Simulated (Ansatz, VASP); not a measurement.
## One calculation of Bi2B3Br, two programs

```xyz
6
Lattice="2.4765 1.4298 7.0030 -2.4765 1.4298 7.0030 0.0000 -2.8596 7.0030" Properties=species:S:1:pos:R:3 pbc="T T T"
B    -1.6669    0.9624    7.3147
B     0.0000   -1.9248    7.3147
B     1.6669    0.9624    7.3147
Bi    0.0000    0.0000    8.6158
Bi    0.0000    0.0000   13.1128
Br    0.0000    0.0000    4.4283
```

Alike in both runs: functional PBE; k mesh 3 × 3 × 3; occupations gaussian, width 0.1 eV; no spin polarisation.

Ansatz relaxed the structure, and its values are those at the end. VASP's run is a single point on that final structure, the one shown.

```csv
,VASP,Ansatz
version,VASP 6.6.1,Ansatz 0.2.0
potentials or method,"VASP PAW PBE potentials, release 64 (B, Bi_d, Br), cutoff 520 eV","scalar-relativistic, plane waves, PAW"
valence electrons in the cell,46,46
```

|  | VASP | Ansatz | Ansatz less VASP |
| --- | --- | --- | --- |
| gap on the k mesh at the Fermi level (eV) | 0.16 | 0.16 | +0.004 |
| least direct gap on the mesh (eV) | 1.35 | 1.35 | 0.000 |
| pressure (GPa) | 0.0 | 0.0 | +0.02 |
| rms of the force components (eV/Å) | 0.025 | 0.014 | -0.0109 |

The k mesh is coarse, so the values compare programs but aren't converged. Neither program's run includes spin-orbit coupling.
